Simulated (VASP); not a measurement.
Wanted: the native input for a VASP 6.6.1 run.

```yaml
Task: single point
Functional: PBE
Potentials_or_basis: VASP PAW PBE potentials, release 64 (C, N, H)
Cutoff: 520 eV
k_mesh: 2 × 2 × 1
Occupations: fermi-dirac, width 0.05 eV
Spin: no spin polarisation
Dipole_correction: no
Further_INCAR_settings: LREAL = Auto; ALGO = Normal; EDIFF = 1e-06; NBANDS = 55
```

The structure of HC18N lies in POSCAR:

```
HC18N
1.0
    7.3980000000      0.0000000000      0.0000000000
   -3.6990000000      6.4068560000      0.0000000000
    0.0000000000      0.0000000000     12.0000000000
C N H
18 1 1
Direct
    0.0094631633      0.0201025133      0.0859004375
    0.2292539259      0.1268302444      0.0774932278
    0.0083699725      0.3485442523      0.0785001852
    0.2282697312      0.4586354627      0.0780008971
    0.0088308774      0.6785142869      0.0858797409
    0.2291625280      0.7917539864      0.0775187054
    0.3405415503      0.0147753165      0.0780228259
    0.5604377915      0.1245802772      0.0785311113
    0.3396557068      0.3470005992      0.0775162727
    0.5599803694      0.4540981661      0.0859082624
    0.3395561339      0.6819781837      0.0774771226
    0.5593360325      0.7950422898      0.0859151744
    0.6712025877      0.0123746132      0.0831106624
    0.8976091979      0.1255778445      0.0830995266
    0.6713380935      0.3476506241      0.0827470079
    0.8974703484      0.4607126168      0.0827194316
    0.6659540462      0.6776662847      0.1112953363
    0.9028771869      0.7961279745      0.1113227340
    0.7844367999      0.7438431801      0.2182989374
    0.7843523968      0.6157512036      0.2515756705
```

The input as run:

INCAR

```
SYSTEM = HC18N
  PREC = Accurate
  ENCUT = 520
  EDIFF = 1E-6
  ISMEAR = -1
  SIGMA = 0.05
  LREAL = Auto
  LASPH = .TRUE.
  NELM = 100
  ALGO = Normal
  ISIF = 2
  LWAVE = .FALSE.
  LCHARG = .FALSE.
  GGA = PE
  NBANDS = 55
```

KPOINTS

```
regular mesh
0
G
  2 2 1
  0 0 0
```

Potentials or basis: VASP PAW PBE potentials, release 64 (C, N, H).

The run is started by

```sh
$ cat potpaw_PBE.64/C/POTCAR potpaw_PBE.64/N/POTCAR potpaw_PBE.64/H/POTCAR > POTCAR
$ mpirun -np 1 vasp_std > vasp.out
```

It gave:

```json
{"Largest force": "0.103 eV/Å", "Band gap on the k mesh": "0.19 eV"}
```

Caveat: the k points lie up to 0.49 Å⁻¹ apart.

It took 2.6 min on 1 thread of Intel(R) Xeon(R) 6975P-C (Granite Rapids), on a shared host, peak memory 0.59 GiB.
